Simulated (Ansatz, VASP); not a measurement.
**One calculation of ZnS, two programs**

The input INCAR:

```
PREC = Accurate
ENCUT = 520
EDIFF = 1E-6
ISMEAR = -1
SIGMA = 0.05
LREAL = False
LASPH = True
NELM = 80
ALGO = Normal
ISIF = 2
LWAVE = False
LCHARG = False
GGA = RP
IVDW = 12
NBANDS = 66
```

File KPOINTS:

```
regular mesh
0
Gamma
  8 8 2
```

Contents of POSCAR:

```
ZnS
1.0
    3.8372457688      0.0000000000      0.0000000000
   -1.9186228844      3.3231523164      0.0000000000
    0.0000000000      0.0000000000     18.8137683755
Zn S
6 6
Direct
    0.3333333333      0.6666666667      0.8333300000
    0.6666666667      0.3333333333      0.3333300000
    0.6666666667      0.3333333333      0.6666700000
    0.3333333333      0.6666666667      0.1666700000
    0.0000000000      0.0000000000      0.5000000000
    0.0000000000      0.0000000000      0.0000000000
    0.3333333333      0.6666666667      0.9583300000
    0.6666666667      0.3333333333      0.4583300000
    0.6666666667      0.3333333333      0.7916700000
    0.3333333333      0.6666666667      0.2916700000
    0.0000000000      0.0000000000      0.6250000000
    0.0000000000      0.0000000000      0.1250000000
```

Contents of input.yaml:

```yaml
crystal:
  lattice:
    - [3.8372457688, 0.0, 0.0]
    - [-1.9186228844, 3.3231523164, 0.0]
    - [0.0, 0.0, 18.8137683755]
  atoms:
    - { symbol: Zn, position: [0.3333333333, 0.6666666667, 0.83333] }
    - { symbol: Zn, position: [0.6666666667, 0.3333333333, 0.33333] }
    - { symbol: Zn, position: [0.6666666667, 0.3333333333, 0.66667] }
    - { symbol: Zn, position: [0.3333333333, 0.6666666667, 0.16667] }
    - { symbol: Zn, position: [0.0, 0.0, 0.5] }
    - { symbol: Zn, position: [0.0, 0.0, 0.0] }
    - { symbol: S, position: [0.3333333333, 0.6666666667, 0.95833] }
    - { symbol: S, position: [0.6666666667, 0.3333333333, 0.45833] }
    - { symbol: S, position: [0.6666666667, 0.3333333333, 0.79167] }
    - { symbol: S, position: [0.3333333333, 0.6666666667, 0.29167] }
    - { symbol: S, position: [0.0, 0.0, 0.625] }
    - { symbol: S, position: [0.0, 0.0, 0.125] }
hamiltonian:
  xc: rpbe
  pseudopotentials: { kind: paw }
  dispersion: d3bj
kpoints:
  mp_grid: { grid: [8, 8, 2] }
scf:
  occupations: { method: fermi_dirac, width: 0.05 }
output:
  forces: true
  stress: true
  eigenvalues: true
```

Alike in both runs: task single point; functional RPBE; dispersion D3(BJ); k mesh 8 × 8 × 2; occupations fermi-dirac, width 0.05 eV; no spin polarisation.

|  | VASP | Ansatz |
| --- | --- | --- |
| version | VASP 6.6.1 | Ansatz 0.2.0 |
| potentials or method | VASP PAW PBE potentials, release 64 (Zn, S) | Ansatz PAW |
| plane-wave cutoff (eV) | 520 | 420 |
| valence electrons in the cell | 108 | 108 |

|  | VASP | Ansatz | Ansatz less VASP |
| --- | --- | --- | --- |
| gap on the k mesh at the Fermi level (eV) | 2.25 | 2.25 | 0.000 |
| least direct gap on the mesh (eV) | 2.25 | 2.25 | 0.000 |
| pressure (GPa) | -6.6 | -6.7 | -0.15 |
| rms of the force components (eV/Å) | 0.006 | 0.006 | +0.0002 |

VASP's potentials were made for PBE, not for RPBE. Atom by atom the forces differ by 0.001 eV/Å (rms over components).
